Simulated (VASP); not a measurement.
# Mo (P6/mmm) in VASP: a series of runs

Mo is run at these levels: LDA; tasks: single point.

Program: VASP 6.6.1. These are calculated values, not measurements. Logs are shortened: lines on timing, memory, paths and dates and some standing lists are left out, and cuts for length are marked.

**1. The cell of the first run**

Symmetry: P6/mmm, No. 191, hexagonal system. The conventional cell has a = 2.462 Å, b = 2.462 Å, c = 2.555 Å, α = 90.00°, β = 90.00°, γ = 120.00°. Within 3.3 Å of Mo (site symmetry 6/mmm) lie 8 Mo at 2.46 to 2.56 Å.

This isn't the form of Mo at room conditions, which is bcc.

**2. Single point, LDA (strain -0.1000 x Voigt [1, 1, 0, 0, 0, 0])**

Input file INCAR:

```
SYSTEM = Mo
PREC = Accurate
ENCUT = 520
EDIFF = 1E-6
ISMEAR = 0
SIGMA = 0.15
LREAL = .FALSE.
LASPH = .TRUE.
NELM = 100
ALGO = Normal
ISIF = 2
LWAVE = .FALSE.
LCHARG = .FALSE.
GGA = CA
NBANDS = 13
```

Input file KPOINTS:

```
regular mesh
0
G
  18 18 18
  0 0 0
```

Input file POSCAR:

```
Mo
1.0
    2.4619593575      0.0000000000      0.0000000000
   -1.2309796787      2.1321193467      0.0000000000
    0.0000000000      0.0000000000      2.5551807000
Mo
1
Direct
    0.0000000000      0.0000000000      0.5000000000
```

Potentials or basis: VASP PAW LDA potentials, release 64 (Mo_sv).

Run with:

```sh
cat potpaw_LDA.64/Mo_sv/POTCAR > POTCAR
mpirun -np 1 vasp_std > vasp.out
```

OUTCAR:

```text
SYSTEM = Mo
   PREC = Accurate
   ENCUT = 520
   EDIFF = 1E-6
   ISMEAR = 0
   LREAL = .FALSE.
   LASPH = .TRUE.
   NELM = 100
   ISIF = 2
   GGA = CA

 ion  position               nearest neighbor table
   1  0.000  0.000  0.500-

  LATTYP: Found a hexagonal cell.
 ALAT       =     2.4619593575
 C/A-ratio  =     1.0378646959

  Lattice vectors:

 A1 = (   2.4619593575,   0.0000000000,   0.0000000000)
 A2 = (  -1.2309796787,   2.1321193467,   0.0000000000)
 A3 = (   0.0000000000,   0.0000000000,   2.5551807000)

Analysis of symmetry for initial positions (statically):
=====================================================================
 Subroutine PRICEL returns:
 Original cell was already a primitive cell.

 Routine SETGRP: Setting up the symmetry group for a
 hexagonal supercell.

 Subroutine GETGRP returns: Found 24 space group operations
 (whereof 24 operations were pure point group operations)
 out of a pool of 24 trial point group operations.

The static configuration has the point symmetry D_6h.

Analysis of symmetry for dynamics (positions and initial velocities):
=====================================================================
 Subroutine PRICEL returns:
 Original cell was already a primitive cell.

 Routine SETGRP: Setting up the symmetry group for a
 hexagonal supercell.

 Subroutine GETGRP returns: Found 24 space group operations
 (whereof 24 operations were pure point group operations)
 out of a pool of 24 trial point group operations.

The dynamic configuration has the point symmetry D_6h.

 Subroutine INISYM returns: Found 24 space group operations
 (whereof 24 operations are pure point group operations),
 and found     1 'primitive' translations

----------------------------------------------------------------------------------------

                                     Primitive cell

  volume of cell :      13.4126

  direct lattice vectors                    reciprocal lattice vectors
     2.461959358  0.000000000  0.000000000     0.406180548  0.234508448  0.000000000
    -1.230979679  2.132119347  0.000000000     0.000000000  0.469016897  0.000000000
     0.000000000  0.000000000  2.555180700     0.000000000  0.000000000  0.391361754

  length of vectors
     2.461959358  2.461959357  2.555180700     0.469016897  0.469016897  0.391361754

  position of ions in fractional coordinates (direct lattice)
     0.000000000  0.000000000  0.500000000

[... 75 lines left out ...]
   EDIFF  = 0.1E-05   stopping-criterion for ELM
   LREAL  =      F    real-space projection
   EDIFFG = 0.1E-04   stopping-criterion for IOM
   NSW    =      0    number of steps for IOM
   IBRION =     -1    ionic relax: 0-MD 1-quasi-New 2-CG
   NFREE  =      0    steps in history (QN), initial steepest desc. (CG)
   ISIF   =      2    stress and relaxation
   ISYM   =      2    0-nonsym 1-usesym 2-fastsym
   POTIM  = 0.5000    time-step for ionic-motion
   TEBEG  =    0.0;   TEEND  =   0.0 temperature during run
   PSTRESS=    0.0 pullay stress
   NELECT =      14.0000    total number of electrons
   NUPDOWN=      -1.0000    fix difference up-down
   EMIN   =  10.00;   EMAX   =-10.00  energy-range for DOS
   EFERMI =   0.00;   METHOD = LEGACY
   ISMEAR =     0;   SIGMA  =   0.15  broadening in eV -4-tet -1-fermi 0-gaus
   EFERMI_NEDOS =   21; number of points for ismear=-14 and -15
   IALGO  =     38    algorithm
   IMIX   =      4    mixing-type and parameters
     AMIX     =   0.40;   BMIX     =  1.00
     AMIX_MAG =   1.60;   BMIX_MAG =  1.00
  volume/ion in A,a.u.               =      13.41        90.51
  Fermi-wavevector in a.u.,A,eV,Ry     =   1.660655  3.138184 37.521823  2.757776
  Thomas-Fermi vector in A             =   2.747854
   LORBIT       =      0    0 simple, 1 ext, 2 COOP (PROOUT), +10 PAW based schemes
   GGA     = CA    functional components
   LHFCALC =     F    Hartree Fock is set to
   AEXX    =    0.0000 exact exchange contribution
   IVDW    =     0    specifies the selected vdW correction
   LEPSILON=     F    determine dielectric tensor
   LRPA    =     F    only Hartree local field effects (RPA)
 non-spin polarized calculation
 Gauss-broadening in eV      SIGMA  =   0.15
  energy-cutoff  :      520.00
  volume of cell :       13.41
 maximum number of plane-waves:       376
   NGX =  9   NGY =  9   NGZ =  9

 number of electron      14.0000002 magnetization

 Free energy of the ion-electron system (eV)
  ---------------------------------------------------
  ext. energy  EPLUGINS =         0.00000000
  ---------------------------------------------------
  free energy    TOTEN  =       -10.57108254 eV

  energy without entropy =      -10.56279276  energy(sigma->0) =      -10.56693765

 E-fermi :  15.1326     XC(G=0): -14.3521

 val. band max:       15.1235988657   @ k =   0.3889   0.0556   0.4444
 cond. band min:      15.1370635693   @ k =   0.2778   0.0556   0.2778
 fundamental gap:      0.0134647036
 Fermi energy:        15.1326237063

 k-point     1 :       0.0000    0.0000    0.0000
  band No.  band energies     occupation
      1     -46.0014      2.00000
      2     -19.2225      2.00000
      3     -18.3775      2.00000
      4     -18.3775      2.00000
      5       7.6623      2.00000
      6       9.4514      2.00000
      7      13.7282      2.00000
      8      13.7282      2.00000
      9      20.1804      0.00000
     10      20.1804      0.00000
     11      28.6894      0.00000
     12      29.9241      0.00000
     13      39.5432      0.00000
[... 354 lines left out ...]
  band No.  band energies     occupation
      1     -45.2727      2.00000
      2     -21.5423      2.00000
      3     -19.4077      2.00000
      4     -18.7441      2.00000
      5       9.2327      2.00000
      6      11.9047      2.00000
      7      14.5604      2.00000
      8      16.2493      0.00000
      9      18.3382      0.00000
     10      21.9740      0.00000
     11      28.5580      0.00000
     12      30.2632      0.00000
     13      33.4738      0.00000

 [... further k-points ...]
[... 5 lines left out ...]
  --------------------------------------------------------------------------------------
  -------------------------------------------------------------------------------------
  Total        7.1560582      7.1560582      2.1592070      0.0000000      0.0000000      0.0000000
  in kB      854.8116546    854.8116546    257.9234683      0.0000000      0.0000000      0.0000000
  external PRESSURE =     655.8489258 kB  Pullay stress =       0.0000000 kB

 VOLUME and BASIS-vectors are now :
 -----------------------------------------------------------------------------
  energy-cutoff  :      520.00
  volume of cell :       13.41
      direct lattice vectors                 reciprocal lattice vectors
     2.461959358  0.000000000  0.000000000     0.406180548  0.234508448  0.000000000
    -1.230979679  2.132119347  0.000000000     0.000000000  0.469016897  0.000000000
     0.000000000  0.000000000  2.555180700     0.000000000  0.000000000  0.391361754

 POSITION                                       TOTAL-FORCE (eV/Angst)
 -----------------------------------------------------------------------------------
      0.00000      0.00000      1.27759         0.000000      0.000000      0.000000
 -----------------------------------------------------------------------------------
    total drift:                                0.000000      0.000000     -0.000000

  FREE ENERGIE OF THE ION-ELECTRON SYSTEM (eV)
  ---------------------------------------------------
  free  energy   TOTEN  =       -10.5710825355 eV

  energy  without entropy=      -10.5627927550  energy(sigma->0) =      -10.56693765
```

OSZICAR:

```text
N       E                     dE             d eps       ncg     rms          rms(c)
DAV:   1     0.116919982678E+03    0.11692E+03   -0.90219E+03  9660   0.116E+03
DAV:   2    -0.948789477849E+01   -0.12641E+03   -0.12187E+03 10490   0.350E+02
DAV:   3    -0.109309052432E+02   -0.14430E+01   -0.14389E+01 11180   0.396E+01
DAV:   4    -0.109351111278E+02   -0.42059E-02   -0.42058E-02 10945   0.234E+00
DAV:   5    -0.109351424206E+02   -0.31293E-04   -0.31292E-04 11350   0.174E-01    0.235E+01
DAV:   6    -0.106340026531E+02    0.30114E+00   -0.32036E-01  9945   0.715E+00    0.984E+00
DAV:   7    -0.105739064659E+02    0.60096E-01   -0.10850E-01 10590   0.383E+00    0.106E+00
DAV:   8    -0.105710942473E+02    0.28122E-02   -0.53776E-03 10220   0.929E-01    0.125E-01
DAV:   9    -0.105710767081E+02    0.17539E-04   -0.70044E-05 10970   0.901E-02    0.288E-02
DAV:  10    -0.105710819594E+02   -0.52514E-05   -0.11363E-05 10740   0.331E-02    0.129E-02
DAV:  11    -0.105710825355E+02   -0.57606E-06   -0.43441E-07  6035   0.694E-03
   1 F= -.10571083E+02 E0= -.10566938E+02  d E =-.828978E-02
```

It took 58 s on 1 thread of Intel Xeon 8259CL, shared host; peak memory 0.17 GiB.

What came out:

- Free energy: -10.5711 eV
- Pressure: 65.6 GPa
- Band gap on the k mesh: zero (bands 7 and 8 overlap by 2.69 eV)

Caveat: the cell differs from its parent crystal (strain -0.1000 x Voigt [1, 1, 0, 0, 0, 0]); the stress differs along the axes, from 26 to 85 GPa.

**3. Single point, LDA (strain -0.0750 x Voigt [1, 1, 0, 0, 0, 0])**

Input file INCAR:

```
SYSTEM = Mo
ALGO     = Normal         ! electronic algorithm
EDIFF    = 1E-7           ! SCF threshold, eV
ENCUT    = 520            ! plane-wave cutoff, eV
ISIF     = 2              ! what is computed and relaxed
ISMEAR   = 0              ! smearing method
LASPH    = .True.         ! aspherical terms in the spheres
LCHARG   = .False.        ! write CHGCAR
LREAL    = .False.        ! projectors in reciprocal space
LWAVE    = .False.        ! write WAVECAR
NBANDS   = 13             ! bands
NELM     = 80             ! most SCF steps
PREC     = Accurate       ! precision mode
SIGMA    = 0.15           ! smearing width, eV
```

Input file KPOINTS:

```
k-points
0
Gamma
  18 18 18
  0 0 0
```

Input file POSCAR:

```
Mo
1.0
    2.5303471174      0.0000000000      0.0000000000
   -1.2651735587      2.1913448841      0.0000000000
    0.0000000000      0.0000000000      2.5551807000
Mo
1
Direct
    0.0000000000      0.0000000000      0.5000000000
```

Potentials or basis: VASP PAW LDA potentials, release 64 (Mo_sv).

Run with:

```sh
cat potpaw_LDA.64/Mo_sv/POTCAR > POTCAR
mpirun -np 1 vasp_std > vasp.out
```

Run time: 1.8 min. Hardware: 1 thread of Intel Xeon 8259CL, shared host; peak memory 0.17 GiB.

It converged, with:

```yaml
Free_energy: -10.9016 eV
Pressure: 40.4 GPa
Band_gap_on_the_k_mesh: zero (bands 7 and 8 overlap by 2.31 eV)
```

Stress tensor (GPa, compression positive):
```
55.66  0.00  0.00
 0.00 55.66  0.00
 0.00  0.00 10.00
```

Levels at points of the mesh, in eV from the Fermi level:
```
           k point  band 3  band 4  band 5  band 6  band 7  band 8  band 9  band 10  band 11  band 12
(0.00, 0.00, 0.00)  -33.73  -33.73   -7.35   -5.31   -1.28   -1.28    4.73     4.73    13.43    14.96
(0.50, 0.00, 0.00)  -34.35  -33.92   -6.25   -3.19   -0.33    1.87    3.63     6.04    13.04    15.55
(0.00, 0.00, 0.50)  -33.58  -33.58   -4.61   -0.58   -0.58   -0.46    1.74     1.74    10.17    15.96
(0.50, 0.00, 0.50)  -35.55  -34.18   -6.68   -4.98   -0.05    6.31    6.51     6.80     8.92    17.14
```

Caveat: the cell differs from its parent crystal (strain -0.0750 x Voigt [1, 1, 0, 0, 0, 0]); the stress differs along the axes, from 10 to 56 GPa.

**4. Single point, LDA (strain -0.0500 x Voigt [1, 1, 0, 0, 0, 0])**

Input file INCAR:

```
SYSTEM = Mo
  PREC = Accurate
  ENCUT = 520
  EDIFF = 1E-6
  ISMEAR = 0
  SIGMA = 0.15
  LREAL = .False.
  LASPH = .True.
  NELM = 100
  ALGO = Normal
  ISIF = 2
  LWAVE = .False.
  LCHARG = .False.
  GGA = CA
  NBANDS = 13
```

Input file KPOINTS:

```
regular mesh
0
Gamma
  18 18 18
  0 0 0
```

Input file POSCAR:

```
Mo
1.0
    2.5987348773      0.0000000000      0.0000000000
   -1.2993674387      2.2505704215      0.0000000000
    0.0000000000      0.0000000000      2.5551807000
Mo
1
Direct
    0.0000000000      0.0000000000      0.5000000000
```

Run with:

```sh
cat potpaw_LDA.64/Mo_sv/POTCAR > POTCAR
mpirun -np 1 vasp_std > vasp.out
```

Run time: 83 s. Hardware: 1 thread of Intel Xeon 8259CL, shared host; peak memory 0.17 GiB.

It converged, with:

```yaml
Free_energy: -11.1111 eV
Pressure: 20.6 GPa
Band_gap_on_the_k_mesh: zero (bands 7 and 8 overlap by 2.07 eV)
```

Stress tensor (GPa, compression positive):
```
31.23  0.00  0.00
 0.00 31.23  0.00
 0.00  0.00 -0.60
```

Levels at points of the mesh, in eV from the Fermi level:
```tsv
k point	band 4	band 5	band 6	band 7	band 8	band 9	band 10	band 11
(0.00, 0.00, 0.00)	-33.89	-7.17	-4.93	-1.13	-1.13	4.48	4.48	13.32
(0.50, 0.00, 0.00)	-33.92	-5.76	-3.17	0.16	1.58	3.55	5.44	12.02
(0.00, 0.00, 0.50)	-33.74	-4.33	-0.40	-0.40	-0.28	1.38	1.38	10.16
(0.50, 0.00, 0.50)	-34.22	-6.19	-4.40	-0.21	5.74	6.48	6.55	8.24
```

Caveat: the cell differs from its parent crystal (strain -0.0500 x Voigt [1, 1, 0, 0, 0, 0]); the stress differs along the axes, from -1 to 31 GPa.

**5. Summary**

```tsv
cell	gap on the mesh (eV)	pressure (GPa)
a = 2.462, b = 2.462, c = 2.555 Å, angles 90.0, 90.0, 120.0°, 1 atom	none	65.6
a = 2.530, b = 2.530, c = 2.555 Å, angles 90.0, 90.0, 120.0°, 1 atom	none	40.4
a = 2.599, b = 2.599, c = 2.555 Å, angles 90.0, 90.0, 120.0°, 1 atom	none	20.6
```

Alike in all rows: task single point; level LDA; potentials or basis VASP PAW LDA potentials, release 64 (Mo_sv); no spin polarisation; k mesh 18 × 18 × 18; cutoff (eV) 520; smearing gaussian 0.15 eV.

Caveats: the stress differs along the axes, from 26 to 85 GPa (at least some runs); the stress differs along the axes, from 10 to 56 GPa (at least some runs); the stress differs along the axes, from -1 to 31 GPa (at least some runs).

Absolute energies hang on the potentials; compare differences alone.
